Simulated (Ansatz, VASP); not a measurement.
**Al2GaAs3 in VASP and in Ansatz**

INCAR

```
SYSTEM = Al2GaAs3
PREC = Accurate
ENCUT = 600
EDIFF = 1E-6
ISMEAR = 0
SIGMA = 0.02
LREAL = .FALSE.
LASPH = .TRUE.
NELM = 60
ALGO = Normal
ISIF = 3
LWAVE = .FALSE.
LCHARG = .FALSE.
GGA = PE
IBRION = 2
NSW = 100
EDIFFG = -0.01
```

KPOINTS

```
Automatic mesh
0
G
  10 10 10
  0 0 0
```

POSCAR

```
Al2GaAs3
1.0
   -2.0277638000      2.0277638000      8.5980642000
    2.0277638000     -2.0277638000      8.5980642000
    2.0277638000      2.0277638000     -8.5980642000
Al Ga As
2 1 3
Direct
    0.6667860000      0.6667860000      0.0000000000
    0.3332140000      0.3332140000      0.0000000000
    0.0000000000      0.0000000000      0.0000000000
    0.9160980000      0.4160980000      0.5000000000
    0.2500000000      0.7500000000      0.5000000000
    0.5839020000      0.0839020000      0.5000000000
```

Input for Ansatz:

```yaml
crystal:
  lattice:
    - [-2.0277638, 2.0277638, 8.5980642]
    - [2.0277638, -2.0277638, 8.5980642]
    - [2.0277638, 2.0277638, -8.5980642]
  atoms:
    - { symbol: Al, position: [0.666786, 0.666786, 0.0] }
    - { symbol: Al, position: [0.333214, 0.333214, 0.0] }
    - { symbol: Ga, position: [0.0, 0.0, 0.0] }
    - { symbol: As, position: [0.916098, 0.416098, 0.5] }
    - { symbol: As, position: [0.25, 0.75, 0.5] }
    - { symbol: As, position: [0.583902, 0.083902, 0.5] }
basis:
  ecutwfc: 420
kpoints:
  mp_grid: { grid: [10, 10, 10] }
hamiltonian:
  xc: pbe
scf:
  occupations: { method: gaussian, width: 0.02 }
output:
  forces: true
  stress: true
  eigenvalues: true
relax:
  adjacent_minimum: "off"
  f_tol: 0.01
  max_steps: 80
  cell: { stress_tol: 0.05 }
```

Alike in both runs: task relaxation of cell and atoms; functional PBE; k mesh 10 × 10 × 10; occupations gaussian, width 0.02 eV; no spin polarisation.

|  | VASP | Ansatz |
| --- | --- | --- |
| version | VASP 6.6.1 | Ansatz 0.2.0 |
| potentials or method | VASP PAW PBE potentials, release 64 (Al, Ga_d, As), cutoff 600 eV | scalar-relativistic, plane waves, PAW |
| valence electrons in the cell | 34 | 64 |

Ansatz gave:

* gap on the k mesh at the Fermi level, each at its own relaxed structure (eV): 1.11
* relaxed volume (Å³/atom): 23.57
* relaxed length of the cell vector where the two differ most in proportion (Å): 9.064

Estimate VASP's values.

gap on the k mesh at the Fermi level, each at its own relaxed structure (eV): 1.09; relaxed volume (Å³/atom): 23.65; relaxed length of the cell vector where the two differ most in proportion (Å): 9.073.

VASP's potentials hold 34 valence electrons a cell and Ansatz's 64, so a difference there can come from the potentials and not from the codes.
